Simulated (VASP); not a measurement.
CdSe:

```
Cd Se
1.0
     0.00000    3.07027    3.07027
     3.07027    0.00000    3.07027
     3.07027    3.07027    0.00000
Cd Se
1 1
Direct
  0.00000 0.00000 0.00000
  0.25000 0.25000 0.25000
```

| Quantity | Value |
| --- | --- |
| Program | VASP 6.6.1 |
| Task | relaxation of cell and atoms |
| Functional | PBEsol |
| Dispersion | D4 |
| Potentials or basis | VASP PAW PBE potentials, release 64 (Cd, Se) |
| Cutoff | 600 eV |
| k mesh | 8 × 8 × 8 |
| Occupations | fermi-dirac, width 0.05 eV |
| Spin | no spin polarisation |

At the start: pressure -2.1 GPa; volume 28.94 Å³/atom.

Question: Where does the relaxation end?

Answer: Over 3 steps the energy falls by 8.5 meV/atom and the volume is 27.73 Å³/atom (-4.2 %); space group F-43m (No. 216, to 0.05 Å).

The path:
| step | energy change (eV) | largest force (eV/Å) | pressure (GPa) | volume (Å³) |
| --- | --- | --- | --- | --- |
| 1 | 0.0000 | 0.0000 | -2.14 | 57.88 |
| 2 | -0.0151 | 0.0000 | 0.78 | 54.71 |
| 3 | -0.0169 | 0.0000 | 0.00 | 55.45 |

Final structure:
```cif
data_structure
_symmetry_space_group_name_H-M 'P 1'
_symmetry_Int_Tables_number 1
_cell_length_a 4.2804
_cell_length_b 4.2804
_cell_length_c 4.2804
_cell_angle_alpha 60.000
_cell_angle_beta 60.000
_cell_angle_gamma 60.000
_cell_volume 55.45
loop_
_atom_site_label
_atom_site_type_symbol
_atom_site_fract_x
_atom_site_fract_y
_atom_site_fract_z
_atom_site_occupancy
Cd1 Cd 0.00000 0.00000 0.00000 1
Se1 Se 0.25000 0.25000 0.25000 1
```

Caveat: the PAW data sets were made with another functional, which shifts forces and pressure a little.
